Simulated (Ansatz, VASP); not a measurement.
Sc2GaN3 in VASP and in Ansatz

```
Sc Ga N
1.0
     4.25947    0.00000    0.00000
    -2.12974    3.68881    0.00000
     0.00000    0.00000    5.55966
Sc Ga N
2 1 3
Direct
  0.33333 0.66667 0.58499
  0.66667 0.33333 0.58499
  0.00000 0.00000 0.60652
  0.50000 0.00000 0.88385
  0.00000 0.50000 0.88385
  0.50000 0.50000 0.88385
```

Alike in both runs: task single point; functional PBE; k mesh 6 × 6 × 4; occupations gaussian, width 0.1 eV; no spin polarisation.

|  | VASP | Ansatz |
| --- | --- | --- |
| version | VASP 6.6.1 | Ansatz 0.2.0 |
| potentials or method | VASP PAW PBE potentials, release 64 (Sc_sv, Ga_d, N), cutoff 520 eV | scalar-relativistic, plane waves, PAW |
| valence electrons in the cell | 50 | 50 |

Ansatz gave:

- gap on the k mesh at the Fermi level (eV): none
- rms of the force components (eV/Å): 1.074

Q: Which values does VASP return?

A: gap on the k mesh at the Fermi level (eV): none; rms of the force components (eV/Å): 1.145.

Atom by atom the forces differ by 0.073 eV/Å (rms over components). A gap of «none» marks a metal or a gap that the smearing closes. The functional is the same, so the differences come from potentials, cutoffs and numerics.
